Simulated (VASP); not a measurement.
Here is a VASP 6.6.1 calculation.

File INCAR:

```
  ALGO = Fast
  EDIFF = 1E-6
  EDIFFG = -0.01
  ENCUT = 600
  GGA = PE
  IBRION = 2
  ISIF = 3
  ISMEAR = 0
  LASPH = True
  LCHARG = False
  LREAL = False
  LWAVE = False
  NELM = 60
  NSW = 100
  PREC = Accurate
  SIGMA = 0.1
```

Contents of KPOINTS:

```
k-points
0
Gamma
  12 12 14
```

The input POSCAR:

```
Cd2Ir
1.0
    4.5290269422      0.0000000000      0.0000000000
   -2.2645134711      3.9222523864      0.0000000000
    0.0000000000      0.0000000000      3.1855554136
Cd Ir
2 1
Direct
    0.3333333333      0.6666666667      0.5000000000
    0.6666666667      0.3333333333      0.5000000000
    0.0000000000      0.0000000000      0.0000000000
```

Potentials or basis: VASP PAW PBE potentials, release 64 (Cd, Ir).

Run with:

```bash
$ cat potpaw_PBE.64/Cd/POTCAR potpaw_PBE.64/Ir/POTCAR > POTCAR
$ mpirun -np 1 vasp_std > vasp.out
```

Predict the space group after relaxing (to 0.1 Å).

P6/mmm (No. 191).

Estimate the relaxed cell.

a = 4.647 Å, b = 4.647 Å, c = 2.908 Å, α = 90.00°, β = 90.00°, γ = 120.00°.

What does it give for the band gap on the k mesh?

Zero (an odd number of electrons rules out a gap without spin polarisation).

Stress tensor (GPa, compression positive):
```
-0.02  0.00  0.00
 0.00 -0.02  0.00
 0.00  0.00  0.07
```

Caveat: spin-orbit coupling is left out, which moves the levels of the heavy elements.
